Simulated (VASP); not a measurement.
Write the native input for VASP 6.6.1 that does the following.

```yaml
Task: relaxation of cell and atoms
Functional: PBEsol
Potentials_or_basis: VASP PAW PBE potentials, release 64 (Ti_sv, N)
Cutoff: 600 eV
k_mesh: 18 × 18 × 18
Occupations: gaussian, width 0.1 eV
Spin: no spin polarisation
Dipole_correction: no
Further_INCAR_settings: ALGO = Normal; EDIFF = 1e-06; IBRION = 2; EDIFFG = -0.005; NSW = 100; ISIF = 3
```

The structure of TiN lies in POSCAR:

```
TiN
1.0
    0.0000000000      2.1220000000      2.1220000000
    2.1220000000      0.0000000000      2.1220000000
    2.1220000000      2.1220000000      0.0000000000
Ti N
1 1
Direct
    0.0000000000      0.0000000000      0.0000000000
    0.5000000000      0.5000000000      0.5000000000
```

These files were run (other wordings do the same):

INCAR

```
SYSTEM = TiN
  PREC = Accurate
  ENCUT = 600
  EDIFF = 1E-6
  ISMEAR = 0
  SIGMA = 0.1
  LREAL = .False.
  LASPH = .True.
  NELM = 80
  ALGO = Normal
  ISIF = 3
  LWAVE = .False.
  LCHARG = .False.
  GGA = PS
  IBRION = 2
  NSW = 100
  EDIFFG = -0.005
```

KPOINTS

```
Automatic mesh
0
Gamma
  18 18 18
  0 0 0
```

Potentials or basis: VASP PAW PBE potentials, release 64 (Ti_sv, N).

Run with:

```sh
$ cat potpaw_PBE.64/Ti_sv/POTCAR potpaw_PBE.64/N/POTCAR > POTCAR
$ mpirun -np 1 vasp_std > vasp.out
```

Results of the run:

| Property | Result |
| --- | --- |
| Relaxed volume | 9.30 Å³/atom |
| Relaxed cell | a = 2.974 Å, b = 2.974 Å, c = 2.974 Å, α = 60.00°, β = 60.00°, γ = 60.00° |
| Space group after relaxing (to 0.1 Å) | Fm-3m (No. 225) |
| Energy gained by relaxing | 6.3 meV/atom |
| Ionic steps | 3 |
| Pressure after relaxing | -0.1 GPa |
| Band gap on the k mesh | zero (an odd number of electrons rules out a gap without spin polarisation) |

Caveat: the PAW data sets were made with another functional, which shifts forces and pressure a little; an odd number of electrons without spin polarisation forces a metal; a magnetic or distorted state may lie lower.

It took 2.7 min on 1 thread of Intel Xeon 8259CL, on a shared host, peak memory 0.19 GiB.
